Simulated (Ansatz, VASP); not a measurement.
**Ca: VASP beside Ansatz**

File INCAR:

```
SYSTEM = Ca
ALGO = Normal ; EDIFF = 1E-6
ENCUT = 520 ; GGA = PE
ISIF = 2 ; ISMEAR = 0
LASPH = .True. ; LCHARG = .False.
LREAL = .False. ; LWAVE = .False.
NBANDS = 11 ; NELM = 60
PREC = Accurate ; SIGMA = 0.1
```

KPOINTS

```
k-points
0
Gamma
  14 14 14
  0 0 0
```

Contents of POSCAR:

```
Ca
1.0
    0.0000000000      2.8603387140      2.8603387140
    2.8603387140      0.0000000000      2.8603387140
    2.8603387140      2.8603387140      0.0000000000
Ca
1
Direct
    0.0000000000      0.0000000000      0.0000000000
```

Input for Ansatz:

```yaml
crystal:
  lattice:
    - [0.0, 2.860338714, 2.860338714]
    - [2.860338714, 0.0, 2.860338714]
    - [2.860338714, 2.860338714, 0.0]
  atoms:
    - { symbol: Ca, position: [0.0, 0.0, 0.0] }
basis:
  ecutwfc: 420
kpoints:
  mp_grid: { grid: [14, 14, 14] }
hamiltonian:
  xc: pbe
scf:
  occupations: { method: gaussian, width: 0.1 }
output:
  forces: true
  stress: true
  eigenvalues: true
  populations: true
```

Alike in both runs: task single point; functional PBE; k mesh 14 × 14 × 14; occupations gaussian, width 0.1 eV; no spin polarisation.

|  | VASP | Ansatz |
| --- | --- | --- |
| version | VASP 6.6.1 | Ansatz 0.2.0 |
| potentials or method | VASP PAW PBE potentials, release 64 (Ca_sv), cutoff 520 eV | scalar-relativistic, plane waves, PAW |
| valence electrons in the cell | 10 | 10 |

```csv
,VASP,Ansatz,Ansatz less VASP
gap on the k mesh at the Fermi level (eV),none,none,-
pressure (GPa),-1.5,-1.5,-0.01
```

A gap of «none» marks a metal or a gap that the smearing closes. With one functional, cell and mesh, what is left measures potentials, basis and numerics.
